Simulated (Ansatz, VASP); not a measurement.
# ZrHg3: VASP beside Ansatz

```
Zr Hg
1.0
     4.36520    0.00000    0.00000
     0.00000    4.36520    0.00000
     0.00000    0.00000    4.32155
Zr Hg
1 3
Cartesian
  0.0000 0.0000 0.0000
  0.0000 2.1826 2.1608
  2.1826 0.0000 2.1608
  2.1826 2.1826 0.0000
```

Change from the starting cell: zz strain of -1 %.

Alike in both runs: task single point; functional PBEsol; k mesh 8 × 8 × 8; occupations fermi-dirac, width 0.05 eV; no spin polarisation.

```csv
,VASP,Ansatz
version,VASP 6.6.1,Ansatz 0.2.0
potentials or method,"VASP PAW PBE potentials, release 64 (Zr_sv, Hg), cutoff 520 eV","all-electron LAPW, scalar-relativistic"
```

VASP gave:

```
pressure (GPa)                                                : 1.3
traceless stress, the component that is largest in VASP (GPa) : -0.05
```

Q: Which values does Ansatz return?

A: Pressure (GPa): 0.8; traceless stress, the component that is largest in VASP (GPa): -0.05.

VASP's potentials were made for PBE, not for PBEsol. Ansatz ran all-electron here, and VASP with PAW potentials.

Neither program's run includes spin-orbit coupling.
